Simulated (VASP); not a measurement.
Pb:

```
CELL_PARAMETERS angstrom
3.51446 0.00000 0.00000
-1.75723 3.04361 0.00000
0.00000 0.00000 5.64535
ATOMIC_POSITIONS crystal
Pb 0.66667 0.33333 0.75000
Pb 0.33333 0.66667 0.25000
```

This isn't the form of Pb at room conditions, which is fcc.

```yaml
Program: VASP 6.6.1
Task: relaxation of cell and atoms
Functional: PBEsol
Potentials_or_basis: VASP PAW PBE potentials, release 64 (Pb_d)
Cutoff: 620 eV
k_mesh: 12 × 12 × 7
Occupations: gaussian, width 0.04 eV
Spin: no spin polarisation
```

At the start: pressure -0.5 GPa; volume 30.19 Å³/atom.

Task: How do energy, volume and symmetry change on relaxing?

Result: Over 19 steps the energy falls by 5.9 meV/atom and the volume is 30.13 Å³/atom (-0.2 %); space group P6_3/mmc (No. 194, to 0.1 Å) before and after.

The path:
| step | energy change (eV) | largest force (eV/Å) | pressure (GPa) | volume (Å³) |
| --- | --- | --- | --- | --- |
| 1 | 0.0000 | 0.0000 | -0.48 | 60.39 |
| 2 | -0.0018 | 0.0000 | 0.17 | 59.59 |
| 3 | -0.0018 | 0.0000 | 0.19 | 59.57 |
| 4 | -0.0035 | 0.0000 | 0.35 | 59.53 |
| 5 | -0.0086 | 0.0000 | 0.68 | 59.40 |
| 6 | 0.0001 | 0.0000 | 1.13 | 59.06 |
| 7 | -0.0095 | 0.0000 | 0.76 | 59.33 |
| 8 | -0.0103 | 0.0000 | 0.60 | 59.52 |
| 9 | -0.0110 | 0.0000 | 0.31 | 59.88 |
| 10 | -0.0113 | 0.0000 | 0.25 | 59.95 |
| 11 | -0.0117 | 0.0000 | 0.05 | 60.18 |
| 12 | -0.0117 | 0.0000 | 0.02 | 60.22 |
| 13 | -0.0117 | 0.0000 | 0.01 | 60.23 |
| 14 | -0.0117 | 0.0000 | 0.01 | 60.24 |
| 15 | -0.0117 | 0.0000 | 0.00 | 60.25 |
| 16 | -0.0118 | 0.0000 | 0.00 | 60.25 |
| 17 | -0.0118 | 0.0000 | 0.00 | 60.25 |
| 18 | -0.0118 | 0.0000 | 0.00 | 60.25 |
| 19 | -0.0118 | 0.0000 | 0.00 | 60.25 |

Final structure:
```
Pb
1.0
     3.44536    0.00000    0.00000
    -1.72268    2.98377    0.00000
     0.00000    0.00000    5.86096
Pb
2
Direct
  0.66667 0.33333 0.75000
  0.33333 0.66667 0.25000
```

Where two steps share one volume, the run began anew on that cell with a basis built for it.

Caveat: the PAW data sets were made with another functional, which shifts forces and pressure a little.
